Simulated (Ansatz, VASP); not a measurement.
**Ga: VASP beside Ansatz**

Contents of INCAR:

```
SYSTEM = Ga
PREC = Accurate ; ENCUT = 520
EDIFF = 1E-6 ; ISMEAR = 0
SIGMA = 0.15 ; LREAL = .False.
LASPH = .True. ; NELM = 80
ALGO = Fast ; ISIF = 2
LWAVE = .False. ; LCHARG = .False.
GGA = CA ; NBANDS = 34
```

KPOINTS

```
Automatic mesh
0
Gamma
  10 10 10
  0 0 0
```

POSCAR

```
Ga
1.0
    2.2085777266     -3.7454996903     -0.2484649942
    2.2085777266      3.7454996903     -0.2484649942
   -0.4993956970      0.0000000000      3.9396771649
Ga
4
Direct
    0.1560190462      0.8439809538      0.0845038705
    0.6560190462      0.3439809538      0.4154961295
    0.8439809538      0.1560190462      0.9154961295
    0.3439809538      0.6560190462      0.5845038705
```

Input for Ansatz:

```yaml
crystal:
  lattice:
    - [2.2085777266, -3.7454996903, -0.2484649942]
    - [2.2085777266, 3.7454996903, -0.2484649942]
    - [-0.499395697, 0.0, 3.9396771649]
  atoms:
    - { symbol: Ga, position: [0.1560190462, 0.8439809538, 0.0845038705] }
    - { symbol: Ga, position: [0.6560190462, 0.3439809538, 0.4154961295] }
    - { symbol: Ga, position: [0.8439809538, 0.1560190462, 0.9154961295] }
    - { symbol: Ga, position: [0.3439809538, 0.6560190462, 0.5845038705] }
basis:
  ecutwfc: 420
kpoints:
  mp_grid: { grid: [10, 10, 10] }
hamiltonian:
  xc: lda
  pseudopotentials: { kind: paw }
scf:
  occupations: { method: gaussian, width: 0.15 }
output:
  forces: true
  stress: true
  eigenvalues: true
```

Change from the starting cell: engineering shear strain xz -0.2250, normal strain along z -0.1125.

Alike in both runs: task single point; functional LDA; k mesh 10 × 10 × 10; occupations gaussian, width 0.15 eV; no spin polarisation.

```csv
,VASP,Ansatz
version,VASP 6.6.1,Ansatz 0.2.0
potentials or method,"VASP PAW LDA potentials, release 64 (Ga_d), cutoff 520 eV","scalar-relativistic, plane waves, PAW"
valence electrons in the cell,52,52
```

Ansatz gave:

- gap on the k mesh at the Fermi level (eV): none
- pressure (GPa): 17.6
- traceless stress, the component that is largest in VASP (GPa): 10.77
- rms of the force components (eV/Å): 0.865

Question: What did VASP give for the same quantities?

Answer: gap on the k mesh at the Fermi level (eV): none; pressure (GPa): 18.1; traceless stress, the component that is largest in VASP (GPa): 10.90; rms of the force components (eV/Å): 0.879.

LDA's correlation is that of Perdew and Zunger in VASP and of Perdew and Wang (1992) in Ansatz. Atom by atom the forces differ by 0.014 eV/Å (rms over components). A gap of «none» marks a metal or a gap that the smearing closes.
